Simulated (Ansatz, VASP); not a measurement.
## One calculation of Ta2N, two programs

INCAR

```
SYSTEM = Ta2N
PREC = Accurate
ENCUT = 520
EDIFF = 1E-6
ISMEAR = 0
SIGMA = 0.15
LREAL = .False.
LASPH = .True.
NELM = 100
ALGO = Normal
ISIF = 2
LWAVE = .False.
LCHARG = .False.
GGA = PS
NBANDS = 20
```

The input KPOINTS:

```
Automatic mesh
0
Gamma
  15 15 8
  0 0 0
```

File POSCAR:

```
Ta2N
1.0
    3.0782595490     -0.1077390842      0.0000000000
   -1.6324345584      2.7197205109      0.0000000000
    0.0000000000      0.0000000000      4.9927705898
Ta N
2 1
Direct
    0.6666666667      0.3333333333      0.7463700642
    0.3333333333      0.6666666667      0.2536299358
    0.0000000000      0.0000000000      0.0000000000
```

Input for Ansatz:

```yaml
crystal:
  lattice:
    - [3.078259549, -0.1077390842, 0.0]
    - [-1.6324345584, 2.7197205109, 0.0]
    - [0.0, 0.0, 4.9927705898]
  atoms:
    - { symbol: Ta, position: [0.6666666667, 0.3333333333, 0.7463700642] }
    - { symbol: Ta, position: [0.3333333333, 0.6666666667, 0.2536299358] }
    - { symbol: "N", position: [0.0, 0.0, 0.0] }
basis:
  ecutwfc: 520.0
kpoints:
  mp_grid: { grid: [15, 15, 8] }
hamiltonian:
  xc: pbesol
  pseudopotentials: { kind: paw, azcp: { folder: soft_1 } }
scf:
  occupations: { method: gaussian, width: 0.15 }
output:
  forces: true
  stress: true
  eigenvalues: true
```

Change from the starting cell: engineering shear strain xy -0.0700, normal strain along z +0.0350.

Alike in both runs: task single point; functional PBEsol; k mesh 15 × 15 × 8; occupations gaussian, width 0.15 eV; no spin polarisation.

```csv
,VASP,Ansatz
version,VASP 6.6.1,Ansatz 0.2.0
potentials or method,"VASP PAW PBE potentials, release 64 (Ta_pv, N), cutoff 520 eV","scalar-relativistic, plane waves, PAW"
valence electrons in the cell,27,31
```

|  | VASP | Ansatz | Ansatz less VASP |
| --- | --- | --- | --- |
| gap on the k mesh at the Fermi level (eV) | none | none | - |
| pressure (GPa) | -7.9 | -8.4 | -0.52 |
| traceless stress, the component that is largest in VASP (GPa) | 9.89 | 9.85 | -0.039 |
| rms of the force components (eV/Å) | 0.109 | 0.088 | -0.0215 |

VASP's potentials were made for PBE, not for PBEsol, and Ansatz warns of the same on its side. Atom by atom the forces differ by 0.023 eV/Å (rms over components). A gap of «none» marks a metal or a gap that the smearing closes. VASP's potentials hold 27 valence electrons a cell and Ansatz's 31, so a difference there can come from the potentials and not from the codes.

Spin-orbit coupling is off throughout.
